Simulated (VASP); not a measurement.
# ZnCu (CsCl type) (Pm-3m) in VASP: notebook, part 2 of 2

VASP 6.6.1. Earlier steps stand in the parts before.

**4. Single point, HSE06**

This run uses another cell than the first one, of 12.44 Å³/atom.

Input file POSCAR:

```
ZnCu
1.0
    2.9196512903      0.0000000000      0.0000000000
    0.0000000000      2.9196512903      0.0000000000
    0.0000000000      0.0000000000      2.9196512903
Cu Zn
1 1
Direct
    0.0000000000      0.0000000000      0.0000000000
    0.5000000000      0.5000000000      0.5000000000
```

Input file INCAR.step1:

```
ALGO = Normal
EDIFF = 1E-5
ENCUT = 520
GGA = PE
ISIF = 2
ISMEAR = -1
LASPH = T
LREAL = F
LWAVE = T
NBANDS = 18
NELM = 60
PREC = Accurate
SIGMA = 0.1
```

Input file INCAR.step2:

```
ALGO = Normal
EDIFF = 1E-7
ENCUT = 520
GGA = PE
HFSCREEN = 0.2079
ISIF = 2
ISMEAR = -1
ISTART = 1
LASPH = T
LCHARG = T
LELF = T
LHFCALC = T
LREAL = F
LVHAR = T
LWAVE = F
NBANDS = 18
NELM = 60
PREC = Accurate
PRECFOCK = Normal
SIGMA = 0.1
```

Input file KPOINTS:

```
k-points
0
Gamma
  4 4 4
```

Command:

```bash
$ cat potpaw_PBE.64/Cu/POTCAR potpaw_PBE.64/Zn/POTCAR > POTCAR
$ cp INCAR.step1 INCAR
$ mpirun -np 1 vasp_std > vasp.out
$ cp INCAR.step2 INCAR
$ mpirun -np 1 vasp_std > vasp.out
```

Wall time 7.8 min (1 thread of AMD EPYC 7R13, shared host); peak memory 0.22 GiB.

The run converged. Its results:

* Free energy: -5.2431 eV
* Pressure: 4.8 GPa
* Band gap on the k mesh: zero (an odd number of electrons rules out a gap without spin polarisation)

Levels at points of the mesh, in eV from the Fermi level:
```
           k point  band 7  band 8  band 9  band 10  band 11  band 12  band 13  band 14  band 15  band 16
(0.00, 0.00, 0.00)   -5.52   -5.52   -4.49    -4.49    -4.49     6.87     6.87     6.87    11.95    11.95
(0.50, 0.00, 0.00)   -6.44   -5.63   -5.10    -5.10    -4.58    -3.35    12.78    12.78    13.39    13.39
(0.50, 0.50, 0.00)   -5.26   -4.68   -4.68    -4.26    -2.58    -2.58     1.89     2.39    15.17    16.52
(0.50, 0.50, 0.50)   -6.16   -6.16   -4.24    -4.24     4.49     4.49     4.49     4.70     4.70     4.70
```

Caveat: the k points lie up to 0.54 Å⁻¹ apart, too coarse for converged energies and pressures of a metal; the PAW data sets were made with another functional, which shifts forces and pressure a little.

**5. Single point, HSE06**

This run uses another cell than the first one, of 12.84 Å³/atom.

Input file POSCAR:

```
ZnCu
1.0
    2.9500665135      0.0000000000      0.0000000000
    0.0000000000      2.9500665135      0.0000000000
    0.0000000000      0.0000000000      2.9500665135
Cu Zn
1 1
Direct
    0.0000000000      0.0000000000      0.0000000000
    0.5000000000      0.5000000000      0.5000000000
```

Input file INCAR.step1:

```
SYSTEM = ZnCu
PREC = Accurate
ENCUT = 520
EDIFF = 1E-5
ISMEAR = -1
SIGMA = 0.1
LREAL = .FALSE.
LASPH = .TRUE.
NELM = 60
ALGO = Normal
ISIF = 2
LWAVE = .TRUE.
GGA = PE
NBANDS = 18
```

Input file INCAR.step2:

```
SYSTEM = ZnCu
PREC = Accurate
ENCUT = 520
EDIFF = 1E-6
ISMEAR = -1
SIGMA = 0.1
LREAL = .FALSE.
LASPH = .TRUE.
NELM = 60
ALGO = Normal
ISIF = 2
LWAVE = .FALSE.
LCHARG = .TRUE.
GGA = PE
LHFCALC = .TRUE.
HFSCREEN = 0.2079
PRECFOCK = Normal
LELF = .TRUE.
LVHAR = .TRUE.
ISTART = 1
NBANDS = 18
```

Input file KPOINTS:

```
regular mesh
0
G
  4 4 4
  0 0 0
```

Command:

```bash
$ cat potpaw_PBE.64/Cu/POTCAR potpaw_PBE.64/Zn/POTCAR > POTCAR
$ cp INCAR.step1 INCAR
$ mpirun -np 1 vasp_std > vasp.out
$ cp INCAR.step2 INCAR
$ mpirun -np 1 vasp_std > vasp.out
```

It took 7.2 min on 1 thread of AMD EPYC 7R13, shared host; peak memory 0.22 GiB.

Results (log left out):

| Item | Value |
| --- | --- |
| Free energy | -5.2572 eV |
| Pressure | 0.7 GPa |
| Band gap on the k mesh | zero (an odd number of electrons rules out a gap without spin polarisation) |

Levels at points of the mesh, in eV from the Fermi level:
```csv
k point,band 9,band 10,band 11,band 12,band 13,band 14
"(0.00, 0.00, 0.00)",-4.45,-4.45,-4.45,6.73,6.73,6.73
"(0.50, 0.00, 0.00)",-5.02,-5.02,-4.52,-3.34,12.47,12.47
"(0.50, 0.50, 0.00)",-4.63,-4.22,-2.49,-2.49,1.71,2.24
"(0.50, 0.50, 0.50)",-4.20,-4.20,4.40,4.40,4.40,4.44
```

Caveat: the k points lie up to 0.53 Å⁻¹ apart, too coarse for converged energies and pressures of a metal; the PAW data sets were made with another functional, which shifts forces and pressure a little.

**6. Single point, HSE06**

This run uses another cell than the first one, of 12.84 Å³/atom.

POSCAR is that of step 5.

Input file INCAR.step1:

```
  PREC = Accurate
  ENCUT = 520
  EDIFF = 1E-5
  ISMEAR = -1
  SIGMA = 0.1
  LREAL = False
  LASPH = True
  NELM = 80
  ALGO = Normal
  ISIF = 2
  LWAVE = True
  LCHARG = False
  NBANDS = 18
  GGA = PE
```

Input file INCAR.step2:

```
  PREC = Accurate
  ENCUT = 520
  EDIFF = 1E-6
  ISMEAR = -1
  SIGMA = 0.1
  LREAL = False
  LASPH = True
  NELM = 80
  ALGO = Normal
  ISIF = 2
  LWAVE = False
  LCHARG = False
  GGA = PE
  LHFCALC = True
  HFSCREEN = 0.2079
  PRECFOCK = Normal
  NBANDS = 18
  ISTART = 1
```

Input file KPOINTS:

```
Automatic mesh
0
Gamma
  4 4 4
```

Potentials or basis: VASP PAW PBE potentials, release 64 (Cu, Zn).

Command:

```bash
$ cat potpaw_PBE.64/Cu/POTCAR potpaw_PBE.64/Zn/POTCAR > POTCAR
$ cp INCAR.step1 INCAR
$ mpirun -np 1 vasp_std > vasp.out
$ cp INCAR.step2 INCAR
$ mpirun -np 1 vasp_std > vasp.out
```

OUTCAR:

```text
PREC = Accurate
   ENCUT = 520
   EDIFF = 1E-6
   ISMEAR = -1
   LREAL = False
   LASPH = True
   NELM = 80
   ISIF = 2
   GGA = PE
   LHFCALC = True
   HFSCREEN = 0.2079
   PRECFOCK = Normal
   ISTART = 1

 ion  position               nearest neighbor table
   1  0.000  0.000  0.000-   2 2.55   2 2.55   2 2.55   2 2.55   2 2.55   2 2.55   2 2.55   2 2.55

   2  0.500  0.500  0.500-   1 2.55   1 2.55   1 2.55   1 2.55   1 2.55   1 2.55   1 2.55   1 2.55
[... 392 lines left out ...]
     18      12.7508      0.00000

------------------------ aborting loop because EDIFF is reached ----------------------------------------

  FORCE on cell =-STRESS in cart. coord.  units (eV):
  Direction    XX          YY          ZZ          XY          YZ          ZX
  --------------------------------------------------------------------------------------
  -------------------------------------------------------------------------------------
  Total        0.1117219      0.1117219      0.1117219     -0.0000000      0.0000000     -0.0000000
  in kB        6.9719372      6.9719372      6.9719372     -0.0000000      0.0000000     -0.0000000
  external PRESSURE =       6.9719372 kB  Pullay stress =       0.0000000 kB

 VOLUME and BASIS-vectors are now :
 -----------------------------------------------------------------------------
  energy-cutoff  :      520.00
  volume of cell :       25.67
      direct lattice vectors                 reciprocal lattice vectors
     2.950066513  0.000000000  0.000000000     0.338975408  0.000000000  0.000000000
     0.000000000  2.950066513  0.000000000     0.000000000  0.338975408  0.000000000
     0.000000000  0.000000000  2.950066513     0.000000000  0.000000000  0.338975408

 POSITION                                       TOTAL-FORCE (eV/Angst)
 -----------------------------------------------------------------------------------
      0.00000      0.00000      0.00000         0.000000      0.000000      0.000000
      1.47503      1.47503      1.47503         0.000000      0.000000      0.000000
 -----------------------------------------------------------------------------------
    total drift:                                0.000001      0.000001      0.000001

  FREE ENERGIE OF THE ION-ELECTRON SYSTEM (eV)
  ---------------------------------------------------
  free  energy   TOTEN  =        -5.2572107318 eV

  energy  without entropy=       -5.2360938082  energy(sigma->0) =       -5.24665227
```

Wall time 7.7 min (1 thread of Intel Xeon Platinum 8259CL at 2.50GHz (Skylake/Cascade Lake), shared host); peak memory 0.25 GiB.

Results:

* Free energy: -5.2572 eV
* Pressure: 0.7 GPa
* Band gap on the k mesh: zero (an odd number of electrons rules out a gap without spin polarisation)

Levels at points of the mesh, in eV from the Fermi level:
```tsv
k point	band 9	band 10	band 11	band 12	band 13	band 14
(0.00, 0.00, 0.00)	-4.45	-4.45	-4.45	6.73	6.73	6.73
(0.50, 0.00, 0.00)	-5.02	-5.02	-4.52	-3.34	12.47	12.47
(0.50, 0.50, 0.00)	-4.63	-4.22	-2.49	-2.49	1.71	2.24
(0.50, 0.50, 0.50)	-4.20	-4.20	4.40	4.40	4.40	4.44
```

Caveat: the k points lie up to 0.53 Å⁻¹ apart, too coarse for converged energies and pressures of a metal; the PAW data sets were made with another functional, which shifts forces and pressure a little.

**7. The runs side by side**

```tsv
cell	gap on the mesh (eV)	pressure (GPa)
a = 2.889 Å, 2 atoms	none	9.5
a = 2.920 Å, 2 atoms	none	4.8
a = 2.950 Å, 2 atoms	none	0.7
```

Alike in all rows: task single point; level HSE06; potentials or basis VASP PAW PBE potentials, release 64 (Cu, Zn); no spin polarisation; k mesh 4 × 4 × 4; cutoff (eV) 520; smearing fermi-dirac 0.1 eV.

Caveats: all runs use coarse meshes; the PAW data sets were made with another functional, which shifts forces and pressure a little.

Absolute energies hang on the potentials; compare differences alone.
